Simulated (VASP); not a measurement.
# Ti (Cmme) in VASP: a series of runs

The runs below take Ti through single point, with PBEsol.

Program: VASP 6.6.1. These are calculated values, not measurements. Logs are shortened: lines on timing, memory, paths and dates and some standing lists are left out, and cuts for length are marked.

**1. The cell of the first run**

The structure is orthorhombic, space group Cmme (No. 67). Conventional cell: a = 3.282 Å, b = 4.641 Å, c = 10.783 Å, α = 90.00°, β = 90.00°, γ = 90.00°. Within 3.7 Å of Ti (site symmetry mm2) lie 10 Ti at 2.84 to 3.28 Å. Ti (site symmetry mm2) has 14 Ti at 2.84 to 3.28 Å within 3.7 Å.

**2. Single point, PBEsol (the distance across one plane changed)**

INCAR reads:

```
PREC = Accurate
ENCUT = 550
EDIFF = 1E-6
ISMEAR = 0
SIGMA = 0.15
LREAL = False
LASPH = True
NELM = 300
ALGO = All
ISIF = 2
LWAVE = False
LCHARG = False
GGA = PS
NBANDS = 32
GGA_COMPAT = False
ISEARCH = 1
KPAR = 4
```

KPOINTS reads:

```
Automatic mesh
0
Gamma
  17 17 5
```

POSCAR reads:

```
Ti
1.0
   -1.6410000000      1.6410000000     -1.6410000000
   -1.6410000000     -1.6410000000      1.6410000000
    0.0000000000      7.6246601718      7.6246601718
Ti
4
Direct
    0.0000000000      0.0000000000      0.7532794735
    0.5000000000      0.5000000000      0.1076113534
    0.0000000000      0.0000000000      0.3228340601
    0.5000000000      0.5000000000      0.5380567668
```

Potentials or basis: VASP PAW PBE potentials, release 64 (Ti_sv).

Started as:

```
$ cat potpaw_PBE.64/Ti_sv/POTCAR > POTCAR
$ mpirun -np 4 vasp_std > vasp.out
```

OUTCAR:

```text
PREC = Accurate
   ENCUT = 550
   EDIFF = 1E-6
   ISMEAR = 0
   LREAL = False
   LASPH = True
   NELM = 300
   ISIF = 2
   GGA = PS

 ion  position               nearest neighbor table
   1  0.000  0.000  0.753-   4 2.84   4 2.84
   2  0.500  0.500  0.108-   3 2.84   3 2.84
   3  0.000  0.000  0.323-   2 2.84   4 2.84   2 2.84   4 2.84
   4  0.500  0.500  0.538-   3 2.84   3 2.84   1 2.84   1 2.84

  LATTYP: Found a base centered orthorhombic cell.
 ALAT       =     3.2820000000
 B/A-ratio  =     1.4142135624
 C/A-ratio  =     3.2854655160

  Lattice vectors:

 A1 = (  -1.6410000000,   1.6410000000,  -1.6410000000)
 A2 = (  -1.6410000000,  -1.6410000000,   1.6410000000)
 A3 = (   0.0000000000,   7.6246601718,   7.6246601718)

Analysis of symmetry for initial positions (statically):
=====================================================================
 Subroutine PRICEL returns:
 Original cell was already a primitive cell.

 Routine SETGRP: Setting up the symmetry group for a
 base centered orthorhombic supercell.

 Subroutine GETGRP returns: Found  8 space group operations
 (whereof  4 operations were pure point group operations)
 out of a pool of  8 trial point group operations.

The static configuration has the point symmetry C_2v.
 The point group associated with its full space group is D_2h.

Analysis of symmetry for dynamics (positions and initial velocities):
=====================================================================
 Subroutine PRICEL returns:
 Original cell was already a primitive cell.

 Routine SETGRP: Setting up the symmetry group for a
 base centered orthorhombic supercell.

 Subroutine GETGRP returns: Found  8 space group operations
 (whereof  4 operations were pure point group operations)
 out of a pool of  8 trial point group operations.

The dynamic configuration has the point symmetry C_2v.
 The point group associated with its full space group is D_2h.

 Subroutine INISYM returns: Found  8 space group operations
 (whereof  4 operations are pure point group operations),
 and found     1 'primitive' translations

----------------------------------------------------------------------------------------

                                     Primitive cell

  volume of cell :      82.1292

  direct lattice vectors                    reciprocal lattice vectors
    -1.641000000  1.641000000 -1.641000000    -0.304692261  0.152346130 -0.152346130
    -1.641000000 -1.641000000  1.641000000    -0.304692261 -0.152346130  0.152346130
     0.000000000  7.624660172  7.624660172     0.000000000  0.065576693  0.065576693

  length of vectors
     2.842295375  2.842295375 10.782897823     0.373170284  0.373170284  0.092739449

  position of ions in fractional coordinates (direct lattice)
     0.000000000  0.000000000  0.753279474
     0.500000000  0.500000000  0.107611353
     0.000000000  0.000000000  0.322834060
     0.500000000  0.500000000  0.538056767

  ion indices of the primitive-cell ions
   primitive index   ion index
                 1           1
                 2           2
                 3           3
                 4           4

----------------------------------------------------------------------------------------

 KPOINTS: Automatic mesh

Automatic generation of k-mesh.
 Grid dimensions read from file:
 generate k-points for:   17   17    5

 Generating k-lattice:

  Cartesian coordinates                     Fractional coordinates (reciprocal lattice)
    -0.017923074  0.008961537 -0.008961537     0.058823529  0.000000000  0.000000000
    -0.017923074 -0.008961537  0.008961537     0.000000000  0.058823529  0.000000000
     0.000000000  0.013115339  0.013115339     0.000000000  0.000000000  0.200000000

  Length of vectors
     0.021951193  0.021951193  0.018547890

  Shift w.r.t. Gamma in fractional coordinates (k-lattice)
     0.000000000  0.000000000  0.000000000

 Subroutine IBZKPT returns following result:
 ===========================================

 Found    243 irreducible k-points:

 Following reciprocal coordinates:
            Coordinates               Weight
  0.000000  0.000000  0.000000      1.000000
  0.058824  0.000000  0.000000      4.000000
  0.117647  0.000000  0.000000      4.000000
  0.176471  0.000000  0.000000      4.000000
  0.235294  0.000000  0.000000      4.000000
  0.294118  0.000000  0.000000      4.000000
[... 16 lines left out ...]
 -0.176471  0.058824  0.000000      4.000000
 -0.117647  0.058824  0.000000      4.000000
 [... further k-points ...]
   k-points           NKPTS =    243   k-points in BZ     NKDIM =    243   number of bands    NBANDS=     32
   number of dos      NEDOS =    301   number of ions     NIONS =      4
   total plane-waves  NPLWV =  48384
   dimension x,y,z NGX =    24 NGY =   24 NGZ =   84
   dimension x,y,z NGXF=    48 NGYF=   48 NGZF=  168
   ions per type =               4
   NGX,Y,Z   is equivalent  to a cutoff of  14.04, 14.04, 12.95 a.u.
   NGXF,Y,Z  is equivalent  to a cutoff of  28.08, 28.08, 25.90 a.u.
 SYSTEM =  unknown system
   PREC   = accura    normal or accurate (medium, high low for compatibility)
   ISTART =      0    job   : 0-new  1-cont  2-samecut
   ICHARG =      2    charge: 1-file 2-atom 10-const
   ISPIN  =      1    spin polarized calculation?
   LNONCOLLINEAR =      F non collinear calculations
   LSORBIT =      F    spin-orbit coupling
   LASPH  =      T    aspherical Exc in radial PAW
   ENCUT  =  550.0 eV  40.42 Ry    6.36 a.u.   5.44  5.44 20.62*2*pi/ulx,y,z
   NELM   =    300;   NELMIN=  2; NELMDL= -5     # of ELM steps
   EDIFF  = 0.1E-05   stopping-criterion for ELM
   LREAL  =      F    real-space projection
   EDIFFG = 0.1E-04   stopping-criterion for IOM
   NSW    =      0    number of steps for IOM
   IBRION =     -1    ionic relax: 0-MD 1-quasi-New 2-CG
   NFREE  =      0    steps in history (QN), initial steepest desc. (CG)
   ISIF   =      2    stress and relaxation
   ISYM   =      2    0-nonsym 1-usesym 2-fastsym
   POTIM  = 0.5000    time-step for ionic-motion
   TEBEG  =    0.0;   TEEND  =   0.0 temperature during run
   PSTRESS=    0.0 pullay stress
   NELECT =      48.0000    total number of electrons
   NUPDOWN=      -1.0000    fix difference up-down
   EMIN   =  10.00;   EMAX   =-10.00  energy-range for DOS
   EFERMI =   0.00;   METHOD = LEGACY
   ISMEAR =     0;   SIGMA  =   0.15  broadening in eV -4-tet -1-fermi 0-gaus
   EFERMI_NEDOS =   21; number of points for ismear=-14 and -15
   IALGO  =     58    algorithm
   IMIX   =      4    mixing-type and parameters
     AMIX     =   0.40;   BMIX     =  1.00
     AMIX_MAG =   1.60;   BMIX_MAG =  1.00
  volume/ion in A,a.u.               =      20.53       138.56
  Fermi-wavevector in a.u.,A,eV,Ry     =   1.368745  2.586554 25.490027  1.873464
  Thomas-Fermi vector in A             =   2.494682
   LORBIT       =      0    0 simple, 1 ext, 2 COOP (PROOUT), +10 PAW based schemes
   GGA     = PS    functional components
   LHFCALC =     F    Hartree Fock is set to
   AEXX    =    0.0000 exact exchange contribution
   IVDW    =     0    specifies the selected vdW correction
   LEPSILON=     F    determine dielectric tensor
   LRPA    =     F    only Hartree local field effects (RPA)
 non-spin polarized calculation
 Gauss-broadening in eV      SIGMA  =   0.15
  energy-cutoff  :      550.00
  volume of cell :       82.13
 maximum number of plane-waves:      2447
 NGX is ok and might be reduce to    24
   NGX = 11   NGY = 11   NGZ = 41

 number of electron      47.9999992 magnetization

 Free energy of the ion-electron system (eV)
  ---------------------------------------------------
  ext. energy  EPLUGINS =         0.00000000
  ---------------------------------------------------
  free energy    TOTEN  =       -31.77246175 eV

  energy without entropy =      -31.67274051  energy(sigma->0) =      -31.72260113

 E-fermi :   6.3081     XC(G=0): -10.7080

 val. band max:        6.3085082934   @ k =   0.4706   0.0000   0.0000
 cond. band min:       6.3089713457   @ k =   0.2353   0.0588   0.4000
 fundamental gap:      0.0004630523
 Fermi energy:         6.3081456292

 k-point     1 :       0.0000    0.0000    0.0000
  band No.  band energies     occupation
      1     -50.2799      2.00000
      2     -50.2790      2.00000
      3     -50.0011      2.00000
      4     -49.9393      2.00000
      5     -26.7651      2.00000
      6     -26.7156      2.00000
[... 24 lines left out ...]
     31       8.6381      0.00000
     32       8.7651      0.00000

 k-point     2 :       0.0588    0.0000    0.0000
  band No.  band energies     occupation
      1     -50.2778      2.00000
      2     -50.2769      2.00000
      3     -49.9986      2.00000
      4     -49.9378      2.00000
      5     -26.7606      2.00000
      6     -26.7138      2.00000
[... 24 lines left out ...]
     31       8.5560      0.00000
     32       8.7531      0.00000

 k-point     3 :       0.1176    0.0000    0.0000
  band No.  band energies     occupation
      1     -50.2715      2.00000
      2     -50.2707      2.00000
      3     -49.9914      2.00000
      4     -49.9336      2.00000
      5     -26.7478      2.00000
      6     -26.7088      2.00000
[... 24 lines left out ...]
     31       8.5100      0.00000
     32       8.6252      0.00000

 k-point     4 :       0.1765    0.0000    0.0000
  band No.  band energies     occupation
      1     -50.2619      2.00000
      2     -50.2613      2.00000
      3     -49.9803      2.00000
      4     -49.9275      2.00000
      5     -26.7285      2.00000
      6     -26.7019      2.00000
[... 654 lines left out ...]
     31       8.3006      0.00000
     32       8.5062      0.00000

 k-point    23 :      -0.1765    0.0588    0.0000
  band No.  band energies     occupation
      1     -50.2618      2.00000
      2     -50.2611      2.00000
      3     -49.9812      2.00000
      4     -49.9252      2.00000
      5     -26.7347      2.00000
      6     -26.6997      2.00000
[... 24 lines left out ...]
     31       8.2111      0.00000
     32       8.4066      0.00000

 k-point    24 :      -0.1176    0.0588    0.0000
  band No.  band energies     occupation
      1     -50.2708      2.00000
      2     -50.2700      2.00000
      3     -49.9913      2.00000
      4     -49.9317      2.00000
      5     -26.7510      2.00000
      6     -26.7069      2.00000
[... 24 lines left out ...]
     31       8.1351      0.00000
     32       8.3922      0.00000

 [... further k-points ...]

------------------------ aborting loop because EDIFF is reached ----------------------------------------

  FORCE on cell =-STRESS in cart. coord.  units (eV):
  Direction    XX          YY          ZZ          XY          YZ          ZX
  --------------------------------------------------------------------------------------
  -------------------------------------------------------------------------------------
  Total       -4.4938341     -5.7567112     -5.7567112      0.0000000     -1.0168014      0.0000000
  in kB      -87.6657537   -112.3019718   -112.3019718      0.0000000    -19.8357701      0.0000000
  external PRESSURE =    -104.0898991 kB  Pullay stress =       0.0000000 kB

 VOLUME and BASIS-vectors are now :
 -----------------------------------------------------------------------------
  energy-cutoff  :      550.00
  volume of cell :       82.13
      direct lattice vectors                 reciprocal lattice vectors
    -1.641000000  1.641000000 -1.641000000    -0.304692261  0.152346130 -0.152346130
    -1.641000000 -1.641000000  1.641000000    -0.304692261 -0.152346130  0.152346130
     0.000000000  7.624660172  7.624660172     0.000000000  0.065576693  0.065576693

 POSITION                                       TOTAL-FORCE (eV/Angst)
 -----------------------------------------------------------------------------------
      0.00000      5.74350      5.74350         0.000000      0.000515      0.000515
     -1.64100      0.82050      0.82050         0.000000     -0.000515     -0.000515
      0.00000      2.46150      2.46150        -0.000000     -0.329905     -0.329905
     -1.64100      4.10250      4.10250        -0.000000      0.329905      0.329905
 -----------------------------------------------------------------------------------
    total drift:                                0.000000      0.000003      0.000003

  FREE ENERGIE OF THE ION-ELECTRON SYSTEM (eV)
  ---------------------------------------------------
  free  energy   TOTEN  =       -31.7724617550 eV

  energy  without entropy=      -31.6727360898  energy(sigma->0) =      -31.72259892
```

It took 8.6 min on 4 MPI ranks of AMD EPYC 7R43 (Zen 3), shared host; peak memory 1.1 GiB.

Results:

```
Free energy            : -31.7725 eV
Pressure               : -10.4 GPa
Largest force          : 0.467 eV/Å
Band gap on the k mesh : zero (bands 24 and 25 overlap by 0.90 eV)
```

Forces in eV/Å, atoms in the order of the input:
```
Ti   0.000  0.001  0.001
Ti   0.000 -0.001 -0.001
Ti   0.000 -0.330 -0.330
Ti   0.000  0.330  0.330
```

Stress tensor (GPa, compression positive):
```
 -8.77   0.00   0.00
  0.00 -11.23  -1.98
  0.00  -1.98 -11.23
```

Caveat: the cell differs from its parent crystal (the distance across one plane changed); the cell stands under tension; the PAW data sets were made with another functional, which shifts forces and pressure a little.

**3. Single point, PBEsol (the distance across one plane changed)**

INCAR reads:

```
SYSTEM = Ti
  PREC = Accurate
  ENCUT = 520
  EDIFF = 1E-7
  ISMEAR = 0
  SIGMA = 0.15
  LREAL = .FALSE.
  LASPH = .TRUE.
  NELM = 80
  ALGO = Fast
  ISIF = 2
  LWAVE = .FALSE.
  LCHARG = .FALSE.
  GGA = PS
  NBANDS = 32
```

KPOINTS reads:

```
regular mesh
0
G
  17 17 5
  0 0 0
```

POSCAR reads:

```
Ti
1.0
   -1.6410000000      1.6410000000     -1.6410000000
   -1.6410000000     -1.6410000000      1.6410000000
    0.0000000000      6.3518679656      6.3518679656
Ti
4
Direct
    0.0000000000      0.0000000000      0.9042221959
    0.5000000000      0.5000000000      0.1291745994
    0.0000000000      0.0000000000      0.3875237982
    0.5000000000      0.5000000000      0.6458729971
```

Potentials or basis: VASP PAW PBE potentials, release 64 (Ti_sv).

Started as:

```
$ cat potpaw_PBE.64/Ti_sv/POTCAR > POTCAR
$ mpirun -np 1 vasp_std > vasp.out
```

It took 23 min on 1 thread of Intel Xeon 6975P-C (Granite Rapids), shared host; peak memory 0.47 GiB.

The run converged, but its numbers aren't listed here, since they failed a check.

Caveat: the cell differs from its parent crystal (the distance across one plane changed); the cell stands under tension; the PAW data sets were made with another functional, which shifts forces and pressure a little.

**4. Single point, PBEsol (the distance across one plane changed)**

INCAR reads:

```
PREC = Accurate
ENCUT = 520
EDIFF = 1E-7
ISMEAR = 0
SIGMA = 0.15
LREAL = F
LASPH = T
NELM = 80
ALGO = Fast
ISIF = 2
LWAVE = F
LCHARG = F
GGA = PS
NBANDS = 32
```

KPOINTS reads:

```
regular mesh
0
Gamma
  17 17 5
```

POSCAR reads:

```
Ti
1.0
   -1.6410000000      1.6410000000     -1.6410000000
   -1.6410000000     -1.6410000000      1.6410000000
    0.0000000000      6.7407766953      6.7407766953
Ti
4
Direct
    0.0000000000      0.0000000000      0.8520531475
    0.5000000000      0.5000000000      0.1217218782
    0.0000000000      0.0000000000      0.3651656347
    0.5000000000      0.5000000000      0.6086093911
```

Started as:

```
$ cat potpaw_PBE.64/Ti_sv/POTCAR > POTCAR
$ mpirun -np 1 vasp_std > vasp.out
```

Run time: 20 min. Hardware: 1 thread of Intel Xeon 6975P-C (Granite Rapids), shared host; peak memory 0.49 GiB.

The run converged. Its results:

```
Free energy            : -32.7708 eV
Pressure               : -8.8 GPa
Largest force          : 0.146 eV/Å
Band gap on the k mesh : zero (bands 24 and 25 overlap by 1.21 eV)
```

Forces on the atoms (eV/Å):
```
Ti   0.000  0.088  0.088
Ti   0.000 -0.088 -0.088
Ti   0.000 -0.103 -0.103
Ti   0.000  0.103  0.103
```

Stress tensor (GPa, compression positive):
```
-8.88  0.00  0.00
 0.00 -8.74 -0.59
 0.00 -0.59 -8.74
```

Levels at points of the mesh, in eV from the Fermi level:
```tsv
k point	band 21	band 22	band 23	band 24	band 25	band 26	band 27	band 28
(0.00, 0.00, 0.00)	-0.34	0.06	0.14	0.29	0.52	0.85	0.88	0.99
```

Caveat: the cell differs from its parent crystal (the distance across one plane changed); the cell stands under tension; the PAW data sets were made with another functional, which shifts forces and pressure a little.
